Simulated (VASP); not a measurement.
**V: single point with PBE**

V:

```
V
1.0
     0.00000    2.54186    4.00102
     1.46752    0.00000    4.00102
     1.46752    2.54186    0.00000
V
2
Cartesian
  1.4675 0.8473 4.0010
  1.4675 4.2364 4.0010
```

| Item | Value |
| --- | --- |
| Program | VASP 6.6.1 |
| Task | single point |
| Functional | PBE |
| Potentials or basis | VASP PAW PBE potentials, release 64 (V_sv) |
| Cutoff | 520 eV |
| k mesh | 8 × 8 × 8 |
| Occupations | gaussian, width 0.1 eV |
| Spin | collinear spin, ferromagnetic start |
| Starting moments | [2.0, 2.0] μB |

| Property | Result |
| --- | --- |
| Pressure | 130.9 GPa |
| Largest force | 0.056 eV/Å |
| Band gap on the k mesh | zero (filled and empty bands overlap) |
| Net moment | 0.00 μB per cell |

Forces in eV/Å, atoms in the order of the input:
```
V    0.000 -0.056  0.000
V    0.000  0.056  0.000
```

Stress tensor (GPa, compression positive):
```
203.11   0.00   0.00
  0.00 204.68   0.00
  0.00   0.00 -14.96
```

Levels at points of the mesh, in eV from the Fermi level:
Spin up:
```
           k point  band 11  band 12  band 13  band 14  band 15  band 16
(0.00, 0.00, 0.00)    -1.54    -1.49     1.45     1.47     3.73     3.73
(0.50, 0.00, 0.00)    -2.71    -2.64    -0.06     1.88     3.41     4.17
(0.50, 0.50, 0.00)    -1.57    -1.51    -1.47     1.45     1.46     3.73
(0.50, 0.00, 0.50)    -2.64    -2.31    -0.83     1.93     3.38     3.68
(0.00, 0.50, 0.50)    -2.82    -2.64     0.51     1.88     3.30     5.32
```
Spin down:
```
           k point  band 11  band 12  band 13  band 14  band 15  band 16
(0.00, 0.00, 0.00)    -1.54    -1.49     1.45     1.47     3.73     3.73
(0.50, 0.00, 0.00)    -2.71    -2.64    -0.06     1.88     3.41     4.17
(0.50, 0.50, 0.00)    -1.57    -1.51    -1.47     1.44     1.46     3.73
(0.50, 0.00, 0.50)    -2.64    -2.31    -0.83     1.93     3.38     3.68
(0.00, 0.50, 0.50)    -2.82    -2.64     0.51     1.88     3.30     5.32
```

Run time: 50 s on 1 thread of Intel(R) Xeon(R) 6975P-C (Granite Rapids) (shared host), peak memory 0.25 GiB.
